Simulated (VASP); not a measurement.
Input of a VASP 6.6.1 run:

INCAR

```
PREC = Accurate
ENCUT = 520
EDIFF = 1E-7
ISMEAR = 0
SIGMA = 0.01
LREAL = False
LASPH = True
NELM = 80
ALGO = Normal
ISIF = 2
LWAVE = False
LCHARG = True
GGA = PE
LELF = True
LVHAR = True
NBANDS = 26
```

File KPOINTS:

```
regular mesh
0
Gamma
  8 8 8
```

File POSCAR:

```
Al2InN3
1.0
   -1.6516647655      4.9934541899      2.3527493324
    1.6516647655     -4.9934541899      2.3527493324
    1.6516647655      4.9934541899     -2.3527493324
Al N In
2 3 1
Direct
    0.6716146606      1.0011716692      0.6704429914
    0.3307286779      0.0011716692      0.3295570086
    0.4578117915      0.2745205120      0.1832912795
    0.0912292325      0.2745205120      0.8167087205
    0.6957414195      0.1957414195      0.5000000000
    0.0028742180      0.0028742180      0.0000000000
```

Potentials or basis: VASP PAW PBE potentials, release 64 (Al, N, In_d).

The run is started by

```console
$ cat potpaw_PBE.64/Al/POTCAR potpaw_PBE.64/N/POTCAR potpaw_PBE.64/In_d/POTCAR > POTCAR
$ mpirun -np 1 vasp_std > vasp.out
```

Task: What does it give for the band gap on the k mesh?

Result: 1.34 eV (least direct gap 1.40 eV).

Task: Predict the pressure.

Result: -8.7 GPa.

Task: Estimate the largest force.

Result: 0.119 eV/Å.

Forces on the atoms (eV/Å):
```
Al   0.000 -0.021  0.063
Al   0.000  0.021  0.063
N    0.000  0.032 -0.019
N    0.000 -0.032 -0.019
N    0.000  0.000  0.031
In   0.000  0.000 -0.119
```

Caveat: the cell stands under tension; spin-orbit coupling is left out, which moves the levels of the heavy elements. A k mesh can miss the band edges.
